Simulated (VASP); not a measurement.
# KMgF3 (cubic perovskite) (Pm-3m) in VASP: notebook, part 2 of 2

VASP 6.6.1. Earlier steps stand in the parts before.

## 3. Single point, LDA (volume scaled by 0.79)

File INCAR:

```
SYSTEM = KMgF3
ALGO = Normal ; EDIFF = 1E-7
ENCUT = 520 ; ISIF = 2
ISMEAR = 0 ; LASPH = .TRUE.
LCHARG = .FALSE. ; LREAL = .FALSE.
LWAVE = .FALSE. ; NBANDS = 24
NELM = 100 ; PREC = Accurate
SIGMA = 0.01
```

File KPOINTS:

```
k-points
0
G
  6 6 6
  0 0 0
```

File POSCAR:

```
KMgF3
1.0
    3.7032807874      0.0000000000      0.0000000000
    0.0000000000      3.7032807874      0.0000000000
    0.0000000000      0.0000000000      3.7032807874
K Mg F
1 1 3
Direct
    0.5000000000      0.5000000000      0.5000000000
    0.0000000000      0.0000000000      0.0000000000
    0.5000000000      0.0000000000      0.0000000000
    0.0000000000      0.5000000000      0.0000000000
    0.0000000000      0.0000000000      0.5000000000
```

Potentials or basis: VASP PAW LDA potentials, release 64 (K_sv, Mg, F).

Run with:

```sh
$ cat potpaw_LDA.64/K_sv/POTCAR potpaw_LDA.64/Mg/POTCAR potpaw_LDA.64/F/POTCAR > POTCAR
$ mpirun -np 1 vasp_std > vasp.out
```

OUTCAR:

```text
SYSTEM = KMgF3
   EDIFF = 1E-7
   ENCUT = 520
   ISIF = 2
   ISMEAR = 0
   LASPH = .TRUE.
   LREAL = .FALSE.
   NELM = 100
   PREC = Accurate

 ion  position               nearest neighbor table
   1  0.500  0.500  0.500-   3 2.62   4 2.62   5 2.62   3 2.62   4 2.62   3 2.62   5 2.62   3 2.62
                             4 2.62   5 2.62   4 2.62   5 2.62   2 3.21   2 3.21   2 3.21   2 3.21
   2  0.000  0.000  0.000-   3 1.85   4 1.85   5 1.85   5 1.85   4 1.85   3 1.85   1 3.21   1 3.21
                             1 3.21   1 3.21   1 3.21   1 3.21   1 3.21   1 3.21
   3  0.500  0.000  0.000-   2 1.85   2 1.85   1 2.62   1 2.62   1 2.62   1 2.62
   4  0.000  0.500  0.000-   2 1.85   2 1.85   1 2.62   1 2.62   1 2.62   1 2.62
   5  0.000  0.000  0.500-   2 1.85   2 1.85   1 2.62   1 2.62   1 2.62   1 2.62

  LATTYP: Found a simple cubic cell.
 ALAT       =     3.7032807874

  Lattice vectors:

 A1 = (   3.7032807874,   0.0000000000,   0.0000000000)
 A2 = (   0.0000000000,   3.7032807874,   0.0000000000)
 A3 = (   0.0000000000,   0.0000000000,   3.7032807874)

Analysis of symmetry for initial positions (statically):
=====================================================================
 Subroutine PRICEL returns:
 Original cell was already a primitive cell.

 Routine SETGRP: Setting up the symmetry group for a
 simple cubic supercell.

 Subroutine GETGRP returns: Found 48 space group operations
 (whereof 48 operations were pure point group operations)
 out of a pool of 48 trial point group operations.

The static configuration has the point symmetry O_h .

Analysis of symmetry for dynamics (positions and initial velocities):
=====================================================================
 Subroutine PRICEL returns:
 Original cell was already a primitive cell.

 Routine SETGRP: Setting up the symmetry group for a
 simple cubic supercell.

 Subroutine GETGRP returns: Found 48 space group operations
 (whereof 48 operations were pure point group operations)
 out of a pool of 48 trial point group operations.

The dynamic configuration has the point symmetry O_h .

 Subroutine INISYM returns: Found 48 space group operations
 (whereof 48 operations are pure point group operations),
 and found     1 'primitive' translations

----------------------------------------------------------------------------------------

                                     Primitive cell

  volume of cell :      50.7879

  direct lattice vectors                    reciprocal lattice vectors
     3.703280787  0.000000000  0.000000000     0.270030834  0.000000000  0.000000000
     0.000000000  3.703280787  0.000000000     0.000000000  0.270030834  0.000000000
     0.000000000  0.000000000  3.703280787     0.000000000  0.000000000  0.270030834

  length of vectors
     3.703280787  3.703280787  3.703280787     0.270030834  0.270030834  0.270030834

  position of ions in fractional coordinates (direct lattice)
     0.500000000  0.500000000  0.500000000
     0.000000000  0.000000000  0.000000000
     0.500000000  0.000000000  0.000000000
     0.000000000  0.500000000  0.000000000
     0.000000000  0.000000000  0.500000000

  ion indices of the primitive-cell ions
   primitive index   ion index
                 1           1
                 2           2
[... 29 lines left out ...]

 Following reciprocal coordinates:
            Coordinates               Weight
  0.000000  0.000000  0.000000      1.000000
  0.166667  0.000000  0.000000      6.000000
  0.333333  0.000000  0.000000      6.000000
  0.500000  0.000000  0.000000      3.000000
  0.166667  0.166667  0.000000     12.000000
  0.333333  0.166667  0.000000     24.000000
[... 12 lines left out ...]
  0.500000  0.500000  0.333333      6.000000
  0.500000  0.500000  0.500000      1.000000
   k-points           NKPTS =     20   k-points in BZ     NKDIM =     20   number of bands    NBANDS=     24
   number of dos      NEDOS =    301   number of ions     NIONS =      5
   total plane-waves  NPLWV =  21952
   dimension x,y,z NGX =    28 NGY =   28 NGZ =   28
   dimension x,y,z NGXF=    56 NGYF=   56 NGZF=   56
   ions per type =               1   1   3
   NGX,Y,Z   is equivalent  to a cutoff of  12.57, 12.57, 12.57 a.u.
   NGXF,Y,Z  is equivalent  to a cutoff of  25.14, 25.14, 25.14 a.u.
 SYSTEM =  KMgF3
   PREC   = accura    normal or accurate (medium, high low for compatibility)
   ISTART =      0    job   : 0-new  1-cont  2-samecut
   ICHARG =      2    charge: 1-file 2-atom 10-const
   ISPIN  =      1    spin polarized calculation?
   LNONCOLLINEAR =      F non collinear calculations
   LSORBIT =      F    spin-orbit coupling
   LASPH  =      T    aspherical Exc in radial PAW
   ENCUT  =  520.0 eV  38.22 Ry    6.18 a.u.   6.89  6.89  6.89*2*pi/ulx,y,z
   NELM   =    100;   NELMIN=  2; NELMDL= -5     # of ELM steps
   EDIFF  = 0.1E-06   stopping-criterion for ELM
   LREAL  =      F    real-space projection
   EDIFFG = 0.1E-05   stopping-criterion for IOM
   NSW    =      0    number of steps for IOM
   IBRION =     -1    ionic relax: 0-MD 1-quasi-New 2-CG
   NFREE  =      0    steps in history (QN), initial steepest desc. (CG)
   ISIF   =      2    stress and relaxation
   ISYM   =      2    0-nonsym 1-usesym 2-fastsym
   POTIM  = 0.5000    time-step for ionic-motion
   TEBEG  =    0.0;   TEEND  =   0.0 temperature during run
   PSTRESS=    0.0 pullay stress
   NELECT =      32.0000    total number of electrons
   NUPDOWN=      -1.0000    fix difference up-down
   EMIN   =  10.00;   EMAX   =-10.00  energy-range for DOS
   EFERMI =   0.00;   METHOD = LEGACY
   ISMEAR =     0;   SIGMA  =   0.01  broadening in eV -4-tet -1-fermi 0-gaus
   EFERMI_NEDOS =   21; number of points for ismear=-14 and -15
   IALGO  =     38    algorithm
   IMIX   =      4    mixing-type and parameters
     AMIX     =   0.40;   BMIX     =  1.00
     AMIX_MAG =   1.60;   BMIX_MAG =  1.00
  volume/ion in A,a.u.               =      10.16        68.55
  Fermi-wavevector in a.u.,A,eV,Ry     =   1.403476  2.652184 26.799989  1.969744
  Thomas-Fermi vector in A             =   2.526134
   LORBIT       =      0    0 simple, 1 ext, 2 COOP (PROOUT), +10 PAW based schemes
   GGA     = CA    functional components
   LHFCALC =     F    Hartree Fock is set to
   AEXX    =    0.0000 exact exchange contribution
   IVDW    =     0    specifies the selected vdW correction
   LEPSILON=     F    determine dielectric tensor
   LRPA    =     F    only Hartree local field effects (RPA)
 non-spin polarized calculation
 Gauss-broadening in eV      SIGMA  =   0.01
  energy-cutoff  :      520.00
  volume of cell :       50.79
 maximum number of plane-waves:      1406
 NGX is ok and might be reduce to    28
   NGX = 13   NGY = 13   NGZ = 13

 number of electron      31.9999959 magnetization

 Free energy of the ion-electron system (eV)
  ---------------------------------------------------
  ext. energy  EPLUGINS =         0.00000000
  ---------------------------------------------------
  free energy    TOTEN  =       -26.67617490 eV

  energy without entropy =      -26.67617490  energy(sigma->0) =      -26.67617490

 E-fermi :  -0.6135     XC(G=0): -11.5560

 val. band max:       -0.6850560319   @ k =   0.5000   0.5000   0.5000
 cond. band min:       8.1872886913   @ k =   0.0000   0.0000   0.0000
 fundamental gap:      8.8723447233
 Fermi energy:        -0.6134721372

 k-point     1 :       0.0000    0.0000    0.0000
  band No.  band energies     occupation
      1     -25.5709      2.00000
      2     -21.0460      2.00000
      3     -20.0493      2.00000
      4     -20.0493      2.00000
      5      -9.3451      2.00000
      6      -9.3451      2.00000
[... 529 lines left out ...]
     23      16.4672      0.00000
     24      16.4672      0.00000

------------------------ aborting loop because EDIFF is reached ----------------------------------------

  FORCE on cell =-STRESS in cart. coord.  units (eV):
  Direction    XX          YY          ZZ          XY          YZ          ZX
  --------------------------------------------------------------------------------------
  -------------------------------------------------------------------------------------
  Total        6.1495763      6.1495763      6.1495763      0.0000000      0.0000000     -0.0000000
  in kB      193.9973727    193.9973727    193.9973727      0.0000000      0.0000000     -0.0000000
  external PRESSURE =     193.9973727 kB  Pullay stress =       0.0000000 kB

 VOLUME and BASIS-vectors are now :
 -----------------------------------------------------------------------------
  energy-cutoff  :      520.00
  volume of cell :       50.79
      direct lattice vectors                 reciprocal lattice vectors
     3.703280787  0.000000000  0.000000000     0.270030834  0.000000000  0.000000000
     0.000000000  3.703280787  0.000000000     0.000000000  0.270030834  0.000000000
     0.000000000  0.000000000  3.703280787     0.000000000  0.000000000  0.270030834

 POSITION                                       TOTAL-FORCE (eV/Angst)
 -----------------------------------------------------------------------------------
      1.85164      1.85164      1.85164         0.000000      0.000000      0.000000
      0.00000      0.00000      0.00000         0.000000      0.000000      0.000000
      1.85164      0.00000      0.00000         0.000000      0.000000      0.000000
      0.00000      1.85164      0.00000         0.000000      0.000000      0.000000
      0.00000      0.00000      1.85164         0.000000      0.000000      0.000000
 -----------------------------------------------------------------------------------
    total drift:                                0.000000      0.000000     -0.000000

  FREE ENERGIE OF THE ION-ELECTRON SYSTEM (eV)
  ---------------------------------------------------
  free  energy   TOTEN  =       -26.6761748990 eV

  energy  without entropy=      -26.6761748990  energy(sigma->0) =      -26.67617490
```

OSZICAR:

```text
N       E                     dE             d eps       ncg     rms          rms(c)
DAV:   1     0.221109455322E+03    0.22111E+03   -0.18073E+04  1016   0.133E+03
DAV:   2    -0.177007558190E+02   -0.23881E+03   -0.22897E+03  1144   0.358E+02
DAV:   3    -0.284776563372E+02   -0.10777E+02   -0.10710E+02  1352   0.712E+01
DAV:   4    -0.289411895824E+02   -0.46353E+00   -0.46341E+00  1296   0.100E+01
DAV:   5    -0.289431065007E+02   -0.19169E-02   -0.19169E-02  1256   0.740E-01    0.944E+00
DAV:   6    -0.267527513348E+02    0.21904E+01   -0.62616E+00  1096   0.221E+01    0.541E+00
DAV:   7    -0.267118062177E+02    0.40945E-01   -0.35367E-01  1168   0.374E+00    0.342E+00
DAV:   8    -0.266792524294E+02    0.32554E-01   -0.86229E-02  1128   0.253E+00    0.445E-01
DAV:   9    -0.266761661452E+02    0.30863E-02   -0.21399E-02  1200   0.110E+00    0.120E-01
DAV:  10    -0.266761828218E+02   -0.16677E-04   -0.18866E-03  1208   0.308E-01    0.490E-02
DAV:  11    -0.266761797580E+02    0.30638E-05   -0.34929E-05  1208   0.528E-02    0.326E-02
DAV:  12    -0.266761755223E+02    0.42357E-05   -0.10476E-05  1256   0.322E-02    0.141E-02
DAV:  13    -0.266761750396E+02    0.48266E-06   -0.11013E-06  1192   0.111E-02    0.353E-03
DAV:  14    -0.266761748993E+02    0.14031E-06   -0.41858E-07  1192   0.498E-03    0.596E-04
DAV:  15    -0.266761748990E+02    0.36107E-09   -0.29507E-08   664   0.135E-03
   1 F= -.26676175E+02 E0= -.26676175E+02  d E =-.436256E-26
```

stdout:

```text
POSCAR found type information on POSCAR K MgF
 POSCAR found :  3 types and       5 ions
 scaLAPACK will be used
 LDA part: xc-table for (Slater(with rela. corr.)+CA(PZ))
 , standard interpolation
 POSCAR, INCAR and KPOINTS ok, starting setup
 FFT: planning ... GRIDC
 FFT: planning ... GRID_SOFT
 FFT: planning ... GRID
 WAVECAR not read
 entering main loop
```

It took 9.8 s on 1 thread of Intel Xeon 6975P-C (Granite Rapids), shared host; peak memory 0.15 GiB.

Results:

| Item | Value |
| --- | --- |
| Free energy | -26.6762 eV |
| Pressure | 19.4 GPa |
| Band gap on the k mesh | 8.87 eV, indirect (least direct gap 9.17 eV) |

 A k mesh can miss the band edges.
